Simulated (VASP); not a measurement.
Input of a VASP 6.6.1 run:

The input INCAR:

```
PREC     = Accurate       # precision mode
ENCUT    = 520            # plane-wave cutoff, eV
EDIFF    = 1E-6           # SCF threshold, eV
ISMEAR   = 0              # smearing method
SIGMA    = 0.1            # smearing width, eV
LREAL    = F              # projectors in reciprocal space
LASPH    = T              # aspherical terms in the spheres
NELM     = 60             # most SCF steps
ALGO     = Normal         # electronic algorithm
ISIF     = 2              # what is computed and relaxed
LWAVE    = F              # write WAVECAR
LCHARG   = F              # write CHGCAR
LDIPOL   = T            
IDIPOL   = 3            
DIPOL    = 0.5 0.5 0.321
GGA      = PE             # functional
NBANDS   = 86             # bands
```

File KPOINTS:

```
Automatic mesh
0
Gamma
  5 6 1
```

File POSCAR:

```
Ti6H
1.0
    5.6639455763      0.0000000000      0.0000000000
    0.0000000000      4.5793473381      0.0000000000
    0.0000000000      0.0000000000     24.5506933039
Ti H
12 2
Direct
    0.2500000000      0.0000000000      0.1629281891
    0.7500000000      0.0000000000      0.1629281891
    0.0000000000      0.5000000000      0.2167736627
    0.5000000000      0.5000000000      0.2167736627
    0.2500000000      0.0000000000      0.2706191363
    0.7500000000      0.0000000000      0.2706191363
    0.2500000000      0.5000000000      0.3256599435
    0.7500000000      0.5000000000      0.3256599435
    0.0000000000      0.0000000000      0.3779650127
    0.5000000000      0.0000000000      0.3779650127
    0.2500000000      0.5000000000      0.4297513383
    0.7500000000      0.5000000000      0.4297513383
   -0.0662082633      0.0000000000      0.4611150147
    0.0662082633      0.0000000000      0.4611150147
```

Potentials or basis: VASP PAW PBE potentials, release 64 (Ti_sv, H).

Launch:

```bash
$ cat potpaw_PBE.64/Ti_sv/POTCAR potpaw_PBE.64/H/POTCAR > POTCAR
$ mpirun -np 1 vasp_std > vasp.out
```

(1) Estimate the band gap on the k mesh.

(2) Estimate the largest force.

Results:

(1) zero (band 73 reaches 0.71 eV, above the bottom of band 74 at 0.60 eV).

(2) 2.763 eV/Å.
